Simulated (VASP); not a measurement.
Crystal: In2GaP3.

```xyz
6
Lattice="-1.9696 1.9696 8.3562 1.9696 -1.9696 8.3562 1.9696 1.9696 -8.3562" Properties=species:S:1:pos:R:3 pbc="T T T"
In    0.0000    0.0000   11.1417
In    0.0000    0.0000    5.5708
Ga    0.0000    0.0000    0.0000
P     0.0000    0.0000    2.7854
P     0.0000    0.0000   13.9271
P     0.0000    0.0000    8.3562
```

| Quantity | Value |
| --- | --- |
| Program | VASP 6.6.1 |
| Task | relaxation of cell and atoms |
| Functional | PBE |
| Potentials or basis | VASP PAW PBE potentials, release 64 (In_d, Ga_d, P) |
| Cutoff | 600 eV |
| k mesh | 6 × 6 × 6 |
| Occupations | gaussian, width 0.1 eV |
| Spin | no spin polarisation |

At the start: pressure -4.8 GPa; volume 21.61 Å³/atom.

Q: Where does the relaxation end?

A: Over 9 steps the energy falls by 30.4 meV/atom and the volume is 20.05 Å³/atom (-7.2 %); space group I4/mmm (No. 139, to 0.1 Å) before and after.

Step by step:
```tsv
step	energy change (eV)	largest force (eV/Å)	pressure (GPa)	volume (Å³)
1	0.0000	0.2898	-4.76	129.66
2	-0.1475	0.3685	1.60	117.98
3	-0.1567	0.3557	0.17	120.10
4	-0.1682	0.2618	0.15	120.03
5	-0.1800	0.0981	0.20	119.87
6	-0.1800	0.1044	0.18	119.86
7	-0.1815	0.0669	-0.17	120.43
8	-0.1815	0.0576	-0.28	120.58
9	-0.1825	0.0257	-0.15	120.33
```

Final structure:
```xyz
6
Lattice="-1.9248 1.9248 8.1196 1.9248 -1.9248 8.1196 1.9248 1.9248 -8.1196" Properties=species:S:1:pos:R:3 pbc="T T T"
In    0.0000    0.0000   10.8169
In    0.0000    0.0000    5.4224
Ga    0.0000    0.0000    0.0000
P     0.0000    0.0000    2.6262
P     0.0000    0.0000   13.6130
P     0.0000    0.0000    8.1196
```

Caveat: spin-orbit coupling is left out, which moves the levels of the heavy elements.
